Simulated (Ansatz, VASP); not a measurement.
# Mn: VASP beside Ansatz

The input INCAR:

```
ALGO     = Normal         # electronic algorithm
EDIFF    = 1E-6           # SCF threshold, eV
ENCUT    = 680            # plane-wave cutoff, eV
GGA_COMPAT= F            
ISIF     = 2              # what is computed and relaxed
ISMEAR   = -1             # smearing method
LASPH    = T              # aspherical terms in the spheres
LCHARG   = F              # write CHGCAR
LREAL    = F              # projectors in reciprocal space
LWAVE    = F              # write WAVECAR
NBANDS   = 14             # bands
NELM     = 120            # most SCF steps
PREC     = Accurate       # precision mode
SIGMA    = 0.1            # smearing width, eV
```

File KPOINTS:

```
k-points
0
Gamma
  16 16 16
```

File POSCAR:

```
Mn
1.0
    2.1996485207      0.0000000000      0.0000000000
    0.0000000000      2.1996485207      0.0000000000
    0.0000000000      0.0000000000      2.1996485207
Mn
1
Direct
    0.0000000000      0.0000000000      0.0000000000
```

Input for Ansatz:

```yaml
crystal:
  lattice:
    - [2.1996485207, 0.0, 0.0]
    - [0.0, 2.1996485207, 0.0]
    - [0.0, 0.0, 2.1996485207]
  atoms:
    - { symbol: Mn, position: [0.0, 0.0, 0.0] }
hamiltonian:
  xc: lda
  pseudopotentials:
    kind: paw
    azcp:
      Mn: "pseudopotentials/Mn.paw.azcp"
basis:
  ecutwfc: 420
  fft_grid_basis: typed
kpoints:
  mp_grid: { grid: [16, 16, 16], shift: [0, 0, 0] }
magnetization:
  spin_polarized: false
scf:
  occupations: { method: fermi_dirac, width: 0.1 }
  lower_state_search: "off"
output:
  stress: true
```

Alike in both runs: task single point; functional LDA; k mesh 16 × 16 × 16; occupations fermi-dirac, width 0.1 eV; no spin polarisation.

```csv
,VASP,Ansatz
version,VASP 6.6.1,Ansatz 0.2.0
potentials or method,"VASP PAW LDA potentials, release 64 (Mn_sv), cutoff 680 eV","plane waves (420 eV) with PAW, scalar-relativistic"
valence electrons in the cell,15,15
```

|  | VASP | Ansatz | Ansatz less VASP |
| --- | --- | --- | --- |
| pressure (GPa) | 10.6 | 11.2 | +0.55 |

Ansatz warns that its potentials were made for another functional, while VASP's fit it. LDA's correlation is that of Perdew and Zunger in VASP and of Perdew and Wang (1992) in Ansatz.
